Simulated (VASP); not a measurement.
Crystal: FeSi.

```
Fe Si
1.0
     4.49000    0.00000    0.00000
     0.00000    4.49000    0.00000
     0.00000    0.00000    4.49000
Fe Si
4 4
Direct
  0.13650 0.13650 0.13650
  0.36350 0.86350 0.63650
  0.63650 0.36350 0.86350
  0.86350 0.63650 0.36350
  0.84260 0.84260 0.84260
  0.65740 0.15740 0.34260
  0.34260 0.65740 0.15740
  0.15740 0.34260 0.65740
```

| Property | Result |
| --- | --- |
| Program | VASP 6.6.1 |
| Task | relaxation of cell and atoms |
| Functional | PBEsol |
| Potentials or basis | VASP PAW PBE potentials, release 64 (Fe, Si) |
| Cutoff | 600 eV |
| k mesh | 8 × 8 × 8 |
| Occupations | gaussian, width 0.02 eV |
| Spin | no spin polarisation |

At the start: pressure -12.6 GPa; volume 11.31 Å³/atom.

Q: Where does the relaxation end?

A: Over 11 steps the energy falls by 26.3 meV/atom and the volume is 10.69 Å³/atom (-5.5 %); space group P2_13 (No. 198, to 0.1 Å) before and after.

Step by step:
| step | energy change (eV) | largest force (eV/Å) | pressure (GPa) | volume (Å³) |
| --- | --- | --- | --- | --- |
| 1 | 0.0000 | 0.2862 | -12.59 | 90.52 |
| 2 | 0.2126 | 0.5280 | 22.85 | 79.36 |
| 3 | -0.2069 | 0.1334 | -0.22 | 85.68 |
| 4 | -0.2070 | 0.1296 | 0.05 | 85.58 |
| 5 | -0.2103 | 0.0398 | 0.09 | 85.56 |
| 6 | -0.2105 | 0.0178 | 0.07 | 85.56 |
| 7 | -0.2105 | 0.0164 | -0.01 | 85.56 |
| 8 | -0.2105 | 0.0078 | 0.04 | 85.55 |
| 9 | -0.2106 | 0.0017 | 0.11 | 85.54 |
| 10 | -0.2105 | 0.0108 | -0.24 | 85.62 |
| 11 | -0.2106 | 0.0019 | -0.04 | 85.55 |

Final structure:
```
Fe Si
1.0
     4.40635    0.00000    0.00000
     0.00000    4.40635    0.00000
     0.00000    0.00000    4.40635
Fe Si
4 4
Direct
  0.13727 0.13727 0.13727
  0.36273 0.86273 0.63727
  0.63727 0.36273 0.86273
  0.86273 0.63727 0.36273
  0.84105 0.84105 0.84105
  0.65895 0.15895 0.34105
  0.34105 0.65895 0.15895
  0.15895 0.34105 0.65895
```

Caveat: the PAW data sets were made with another functional, which shifts forces and pressure a little.
